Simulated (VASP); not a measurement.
# NbRu3C (Pm-3m) in VASP: a series of runs

The runs below take NbRu3C through single point, with PBEsol, LDA.

All numbers are computed with VASP 6.6.1; they aren't measurements. Logs are shortened: lines on timing, memory, paths and dates and some standing lists are left out, and cuts for length are marked.

## 1. The cell of the first run

The structure is cubic, space group Pm-3m (No. 221). Conventional cell: a = 4.065 Å, b = 4.065 Å, c = 4.065 Å, α = 90.00°, β = 90.00°, γ = 90.00°. Ru (site symmetry 4/mmm) has 2 C at 2.03 Å within 2.7 Å. Within 3.8 Å of Nb (site symmetry m-3m) lie 12 Ru at 2.87 Å and 8 C at 3.52 Å. Within 2.7 Å of C (site symmetry m-3m) lie 6 Ru at 2.03 Å.

## 2. Single point, PBEsol, non-collinear spin, zero start, spin-orbit coupling

INCAR reads:

```
SYSTEM = NbRu3C
PREC = Accurate
ENCUT = 520
EDIFF = 1E-6
ISMEAR = -1
SIGMA = 0.05
LREAL = .FALSE.
LASPH = .TRUE.
NELM = 150
ALGO = Normal
ISIF = 2
LWAVE = .FALSE.
LCHARG = .TRUE.
MAGMOM = 0 0 0 0 0 0 0 0 0 0 0 0 0 0 0
LORBIT = 11
LSORBIT = .TRUE.
GGA_COMPAT = .FALSE.
LORBMOM = .TRUE.
LMAXMIX = 4
GGA = PS
LVHAR = .TRUE.
NBANDS = 74
```

KPOINTS reads:

```
Automatic mesh
0
G
  7 7 7
  0 0 0
```

POSCAR reads:

```
NbRu3C
1.0
    4.0651380000      0.0000000000      0.0000000000
    0.0000000000      4.0651380000      0.0000000000
    0.0000000000      0.0000000000      4.0651380000
Ru Nb C
3 1 1
Direct
    0.5000000000      0.5000000000      0.0000000000
    0.5000000000      0.0000000000      0.5000000000
    0.0000000000      0.5000000000      0.5000000000
    0.0000000000      0.0000000000      0.0000000000
    0.5000000000      0.5000000000      0.5000000000
```

Potentials or basis: VASP PAW PBE potentials, release 64 (Ru_pv, Nb_sv, C).

Started as:

```bash
$ cat potpaw_PBE.64/Ru_pv/POTCAR potpaw_PBE.64/Nb_sv/POTCAR potpaw_PBE.64/C/POTCAR > POTCAR
$ mpirun -np 1 vasp_ncl > vasp.out
```

OUTCAR:

```text
SYSTEM = NbRu3C
   PREC = Accurate
   ENCUT = 520
   EDIFF = 1E-6
   ISMEAR = -1
   LREAL = .FALSE.
   LASPH = .TRUE.
   NELM = 150
   ISIF = 2
   LORBIT = 11
   LSORBIT = .TRUE.
   GGA = PS

 ion  position               nearest neighbor table
   1  0.500  0.500  0.000-   5 2.03   5 2.03   4 2.87   2 2.87   2 2.87   3 2.87   3 2.87   2 2.87
                             4 2.87   2 2.87   3 2.87   4 2.87   3 2.87   4 2.87
   2  0.500  0.000  0.500-   5 2.03   5 2.03   4 2.87   1 2.87   1 2.87   4 2.87   1 2.87   3 2.87
                             3 2.87   1 2.87   3 2.87   4 2.87   4 2.87   3 2.87
   3  0.000  0.500  0.500-   5 2.03   5 2.03   4 2.87   1 2.87   1 2.87   4 2.87   2 2.87   4 2.87
                             4 2.87   1 2.87   2 2.87   2 2.87   1 2.87   2 2.87
   4  0.000  0.000  0.000-   1 2.87   2 2.87   3 2.87   2 2.87   3 2.87   1 2.87   3 2.87   3 2.87
                             1 2.87   2 2.87   2 2.87   1 2.87
   5  0.500  0.500  0.500-   1 2.03   2 2.03   3 2.03   1 2.03   2 2.03   3 2.03

  LATTYP: Found a simple cubic cell.
 ALAT       =     4.0651380000

  Lattice vectors:

 A1 = (   4.0651380000,   0.0000000000,   0.0000000000)
 A2 = (   0.0000000000,   4.0651380000,   0.0000000000)
 A3 = (   0.0000000000,   0.0000000000,   4.0651380000)

Analysis of symmetry for initial positions (statically):
=====================================================================
 Subroutine PRICEL returns:
 Original cell was already a primitive cell.

 Routine SETGRP: Setting up the symmetry group for a
 simple cubic supercell.

 Subroutine GETGRP returns: Found 48 space group operations
 (whereof 48 operations were pure point group operations)
 out of a pool of 48 trial point group operations.

The static configuration has the point symmetry O_h .

Analysis of symmetry for dynamics (positions and initial velocities):
=====================================================================
 Subroutine PRICEL returns:
 Original cell was already a primitive cell.

 Routine SETGRP: Setting up the symmetry group for a
 simple cubic supercell.

 Subroutine GETGRP returns: Found 48 space group operations
 (whereof 48 operations were pure point group operations)
 out of a pool of 48 trial point group operations.

The dynamic configuration has the point symmetry O_h .

Analysis of structural, dynamic, and magnetic symmetry:
=====================================================================
 Subroutine PRICEL returns:
 Original cell was already a primitive cell.

 Routine SETGRP: Setting up the symmetry group for a
 simple cubic supercell.

 Subroutine GETGRP returns: Found 48 space group operations
 (whereof 48 operations were pure point group operations)
 out of a pool of 48 trial point group operations.

The overall configuration has the point symmetry O_h .

 Subroutine INISYM returns: Found 48 space group operations
 (whereof 48 operations are pure point group operations),
 and found     1 'primitive' translations

----------------------------------------------------------------------------------------

                                     Primitive cell

  volume of cell :      67.1778

  direct lattice vectors                    reciprocal lattice vectors
     4.065138000  0.000000000  0.000000000     0.245994109  0.000000000  0.000000000
     0.000000000  4.065138000  0.000000000     0.000000000  0.245994109  0.000000000
     0.000000000  0.000000000  4.065138000     0.000000000  0.000000000  0.245994109

  length of vectors
     4.065138000  4.065138000  4.065138000     0.245994109  0.245994109  0.245994109

  position of ions in fractional coordinates (direct lattice)
     0.500000000  0.500000000  0.000000000
     0.500000000  0.000000000  0.500000000
     0.000000000  0.500000000  0.500000000
     0.000000000  0.000000000  0.000000000
     0.500000000  0.500000000  0.500000000

  ion indices of the primitive-cell ions
   primitive index   ion index
                 1           1
                 2           2
[... 124 lines left out ...]
 cond. band min:      11.9868596090   @ k =   0.4286   0.1429   0.1429
 fundamental gap:      0.0469181766
 Fermi energy:        11.9852364004

 k-point     1 :       0.0000    0.0000    0.0000
  band No.  band energies     occupation
      1     -43.9591      1.00000
      2     -43.9591      1.00000
      3     -33.5361      1.00000
      4     -33.5361      1.00000
      5     -33.5361      1.00000
      6     -33.5361      1.00000
[... 1469 lines left out ...]
     70      13.1783      0.00000
     71      14.5028      0.00000
 [bands above 71 left out]

------------------------ aborting loop because EDIFF is reached ----------------------------------------

  FORCE on cell =-STRESS in cart. coord.  units (eV):
  Direction    XX          YY          ZZ          XY          YZ          ZX
  --------------------------------------------------------------------------------------
  -------------------------------------------------------------------------------------
  Total       -4.9307807     -4.9307807     -4.9307807      0.0000000      0.0000000     -0.0000000
  in kB     -117.5981226   -117.5981226   -117.5981226      0.0000000      0.0000000     -0.0000000
  external PRESSURE =    -117.5981226 kB  Pullay stress =       0.0000000 kB

 VOLUME and BASIS-vectors are now :
 -----------------------------------------------------------------------------
  energy-cutoff  :      520.00
  volume of cell :       67.18
      direct lattice vectors                 reciprocal lattice vectors
     4.065138000  0.000000000  0.000000000     0.245994109  0.000000000  0.000000000
     0.000000000  4.065138000  0.000000000     0.000000000  0.245994109  0.000000000
     0.000000000  0.000000000  4.065138000     0.000000000  0.000000000  0.245994109

 POSITION                                       TOTAL-FORCE (eV/Angst)
 -----------------------------------------------------------------------------------
      2.03257      2.03257      0.00000         0.000000      0.000000      0.000000
      2.03257      0.00000      2.03257         0.000000      0.000000      0.000000
      0.00000      2.03257      2.03257         0.000000      0.000000      0.000000
      0.00000      0.00000      0.00000         0.000000      0.000000      0.000000
      2.03257      2.03257      2.03257         0.000000      0.000000      0.000000
 -----------------------------------------------------------------------------------
    total drift:                                0.000000      0.000000      0.000000

  FREE ENERGIE OF THE ION-ELECTRON SYSTEM (eV)
  ---------------------------------------------------
  free  energy   TOTEN  =       -51.7980962822 eV

  energy  without entropy=      -51.7749681114  energy(sigma->0) =      -51.78653220

 orbital moment (x)

 # of ion     p       d       tot
 ----------------------------------------
  1         0.000  -0.000  -0.000
  2         0.000   0.000   0.000
  3         0.000  -0.000  -0.000
  4         0.000  -0.000  -0.000
  5         0.000   0.000   0.000
 ----------------------------------------
            0.000  -0.000  -0.000

 orbital moment (y)

 # of ion     p       d       tot
 ----------------------------------------
  1         0.000   0.000   0.000
  2         0.000  -0.000  -0.000
  3         0.000   0.000   0.000
  4         0.000   0.000   0.000
  5         0.000   0.000   0.000
 ----------------------------------------
            0.000   0.000   0.000

 orbital moment (z)

 # of ion     p       d       tot
 ----------------------------------------
  1         0.000   0.000   0.000
  2         0.000   0.000   0.000
  3         0.000   0.000   0.000
  4         0.000   0.000   0.000
  5         0.000   0.000   0.000
 ----------------------------------------
            0.000   0.000   0.000

 Spin-Orbit-Coupling matrix elements

 Ion:    1  E_soc:     -0.2541796
 l=   1
     0.0000000    -0.0358119    -0.0361968
    -0.0358119     0.0000000    -0.0358119
    -0.0361968    -0.0358119     0.0000000
 l=   2
     0.0000000    -0.0015029     0.0000000    -0.0015029    -0.0060313
    -0.0015029     0.0000000    -0.0034029    -0.0012852    -0.0010705
     0.0000000    -0.0034029     0.0000000    -0.0034029     0.0000000
    -0.0015029    -0.0012852    -0.0034029     0.0000000    -0.0010705
    -0.0060313    -0.0010705     0.0000000    -0.0010705     0.0000000
 l=   3
     0.0000000     0.0000000     0.0000000     0.0000000     0.0000000     0.0000000     0.0000000
     0.0000000     0.0000000     0.0000000     0.0000000     0.0000000     0.0000000     0.0000000
     0.0000000     0.0000000     0.0000000     0.0000000     0.0000000     0.0000000     0.0000000
     0.0000000     0.0000000     0.0000000     0.0000000     0.0000000     0.0000000     0.0000000
[... 69 lines left out ...]
 l=   2
     0.0000000     0.0000000     0.0000000     0.0000000     0.0000000
     0.0000000     0.0000000     0.0000000     0.0000000     0.0000000
     0.0000000     0.0000000     0.0000000     0.0000000     0.0000000
     0.0000000     0.0000000     0.0000000     0.0000000     0.0000000
     0.0000000     0.0000000     0.0000000     0.0000000     0.0000000
 l=   3
     0.0000000     0.0000000     0.0000000     0.0000000     0.0000000     0.0000000     0.0000000
     0.0000000     0.0000000     0.0000000     0.0000000     0.0000000     0.0000000     0.0000000
     0.0000000     0.0000000     0.0000000     0.0000000     0.0000000     0.0000000     0.0000000
     0.0000000     0.0000000     0.0000000     0.0000000     0.0000000     0.0000000     0.0000000
     0.0000000     0.0000000     0.0000000     0.0000000     0.0000000     0.0000000     0.0000000
     0.0000000     0.0000000     0.0000000     0.0000000     0.0000000     0.0000000     0.0000000
     0.0000000     0.0000000     0.0000000     0.0000000     0.0000000     0.0000000     0.0000000

 total charge

# of ion       s       p       d       tot
------------------------------------------
    1        0.358   6.317   6.055  12.731
    2        0.358   6.317   6.055  12.731
    3        0.358   6.317   6.055  12.731
    4        2.198   6.015   2.216  10.429
    5        0.884   1.528   0.000   2.411
--------------------------------------------------
tot          4.157  26.495  20.381  51.033

 magnetization (x)

# of ion       s       p       d       tot
------------------------------------------
    1        0.000   0.000   0.000   0.000
    2       -0.000   0.000   0.000  -0.000
    3       -0.000  -0.000  -0.000  -0.000
    4        0.000   0.000  -0.000   0.000
    5       -0.000   0.000   0.000   0.000
--------------------------------------------------
tot          0.000   0.000   0.000   0.000

 magnetization (y)

# of ion       s       p       d       tot
------------------------------------------
    1        0.000   0.000  -0.000  -0.000
    2       -0.000   0.000   0.000   0.000
    3        0.000   0.000  -0.000  -0.000
    4        0.000   0.000   0.000   0.000
    5        0.000  -0.000   0.000  -0.000
--------------------------------------------------
tot          0.000   0.000   0.000   0.000

 magnetization (z)

# of ion       s       p       d       tot
------------------------------------------
    1       -0.000  -0.000   0.000  -0.000
    2       -0.000  -0.000  -0.000  -0.000
    3        0.000  -0.000   0.000   0.000
    4        0.000   0.000  -0.000  -0.000
    5       -0.000   0.000   0.000  -0.000
--------------------------------------------------
tot         -0.000  -0.000  -0.000  -0.000
```

Wall time 3.6 min (1 thread of Intel Xeon Platinum 8259CL at 2.50GHz (Skylake/Cascade Lake), shared host); peak memory 0.36 GiB.

What came out:

```
Free energy                                           : -51.7981 eV
Pressure                                              : -11.8 GPa
Net moment                                            : 0.00 μB per cell
Valence electrons inside the program's atomic spheres : Ru 12.73; Nb 10.43; C 2.41
```

Moments on the atoms (μB; x, y, z):
```
Ru  0.00 0.00 0.00
Ru  0.00 0.00 0.00
Ru  0.00 0.00 0.00
Nb  0.00 0.00 0.00
C   0.00 0.00 0.00
```

Caveat: the cell stands under tension; the PAW data sets were made with another functional, which shifts forces and pressure a little.

## 3. Single point, LDA

INCAR reads:

```
ALGO = Normal ; EDIFF = 1E-6
ENCUT = 520 ; GGA = CA
ISIF = 2 ; ISMEAR = -1
LASPH = T ; LCHARG = F
LREAL = F ; LWAVE = F
NBANDS = 38 ; NELM = 60
PREC = Accurate ; SIGMA = 0.05
```

KPOINTS reads:

```
k-points
0
Gamma
  7 7 7
```

POSCAR is that of step 2.

Potentials or basis: VASP PAW LDA potentials, release 64 (Ru_pv, Nb_sv, C).

Started as:

```bash
$ cat potpaw_LDA.64/Ru_pv/POTCAR potpaw_LDA.64/Nb_sv/POTCAR potpaw_LDA.64/C/POTCAR > POTCAR
$ mpirun -np 1 vasp_std > vasp.out
```

Wall time 42 s (1 thread of Intel Xeon Platinum 8488C (Sapphire Rapids), shared host); peak memory 0.17 GiB.

Results (log left out):

- Free energy: -53.5474 eV
- Pressure: -16.3 GPa
- Band gap on the k mesh: zero (an odd number of electrons rules out a gap without spin polarisation)

Levels at points of the mesh, in eV from the Fermi level:
| k point | band 27 | band 28 | band 29 | band 30 | band 31 | band 32 |
| --- | --- | --- | --- | --- | --- | --- |
| (0.00, 0.00, 0.00) | -1.38 | -1.38 | 0.63 | 0.65 | 0.65 | 0.65 |

Caveat: the cell stands under tension.
